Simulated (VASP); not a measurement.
Input of a VASP 6.6.1 run:

Contents of INCAR:

```
ALGO = Normal
EDIFF = 1E-6
EDIFFG = -0.04
ENCUT = 600
GGA = PE
IBRION = 2
ISIF = 3
ISMEAR = 0
LASPH = True
LCHARG = False
LREAL = False
LWAVE = False
NELM = 60
NSW = 90
PREC = Accurate
SIGMA = 0.1
```

The input KPOINTS:

```
k-points
0
Gamma
  6 6 6
```

POSCAR

```
SnTeO4
1.0
   -2.5430193008      2.5430193008      2.8687571754
    2.5430193008     -2.5430193008      2.8687571754
    2.5430193008      2.5430193008     -2.8687571754
Sn Te O
1 1 4
Direct
    0.0000000000      0.0000000000      0.0000000000
    0.5000000000      0.5000000000      0.0000000000
    0.9531658838      0.4531658838      0.9063317675
    0.5468341162      0.0468341162      0.0936682325
    0.0468341162      0.9531658838      0.5000000000
    0.4531658838      0.5468341162      0.5000000000
```

Potentials or basis: VASP PAW PBE potentials, release 64 (Sn_d, Te, O).

The run is started by

```console
$ cat potpaw_PBE.64/Sn_d/POTCAR potpaw_PBE.64/Te/POTCAR potpaw_PBE.64/O/POTCAR > POTCAR
$ mpirun -np 1 vasp_std > vasp.out
```

Problem. Estimate the band gap on the k mesh.

Solution. Zero (bands 22 and 23 overlap by 0.89 eV).

Problem. Predict the space group after relaxing (to 0.1 Å).

Solution. I422 (No. 97).

Problem. Estimate the relaxed volume.

Solution. 12.30 Å³/atom.

Problem. What does it give for the relaxed cell?

Solution. a = 4.592 Å, b = 4.592 Å, c = 4.592 Å, α = 112.90°, β = 112.90°, γ = 102.82°.

Forces on the atoms (eV/Å):
```
Sn   0.000  0.000  0.000
Te   0.000  0.000  0.000
O    0.007  0.007  0.000
O   -0.007 -0.007  0.000
O    0.007 -0.007  0.000
O   -0.007  0.007  0.000
```

Caveat: spin-orbit coupling is left out, which moves the levels of the heavy elements.
